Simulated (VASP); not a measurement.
Li3Au, 4 atoms in the cell. It takes space group R-3m (No. 166, trigonal). Conventional cell: a = 4.353 Å, b = 4.353 Å, c = 10.835 Å, α = 90.00°, β = 90.00°, γ = 120.00°. Within 3.5 Å of Li (site symmetry 3m) lie 10 Li at 2.67 to 3.09 Å and 4 Au at 2.67 to 2.71 Å. Within 3.5 Å of Li (site symmetry -3m) lie 8 Li at 2.67 to 2.71 Å and 6 Au at 3.09 Å. Au (site symmetry -3m) has 14 Li at 2.67 to 3.09 Å within 3.5 Å.  This cell differs from its parent crystal: biaxial strain in the a-b plane: -1.0 %.

- Program: VASP 6.6.1
- Task: single point
- Functional: PBEsol
- Potentials or basis: VASP PAW PBE potentials, release 64 (Li_sv, Au)
- Cutoff: 520 eV
- k mesh: 14 × 14 × 14
- Occupations: gaussian, width 0.1 eV
- Spin: no spin polarisation
- Dipole correction: no
- Further INCAR settings: ALGO = Fast; EDIFF = 1e-06; NBANDS = 18

Potentials or basis: VASP PAW PBE potentials, release 64 (Li_sv, Au).

Launch:

```bash
$ cat potpaw_PBE.64/Li_sv/POTCAR potpaw_PBE.64/Au/POTCAR > POTCAR
$ mpirun -np 1 vasp_std > vasp.out
```

Hardware: 1 thread of Intel(R) Xeon(R) Platinum 8259CL CPU @ 2.50GHz (Skylake/Cascade Lake) (shared host).

Problem. How long does it take, and how much memory?

Solution. It took 7.4 min on 1 thread of Intel(R) Xeon(R) Platinum 8259CL CPU @ 2.50GHz (Skylake/Cascade Lake), on a shared host, peak memory 0.4 GiB. Counts: scf iterations 19, k points 288.
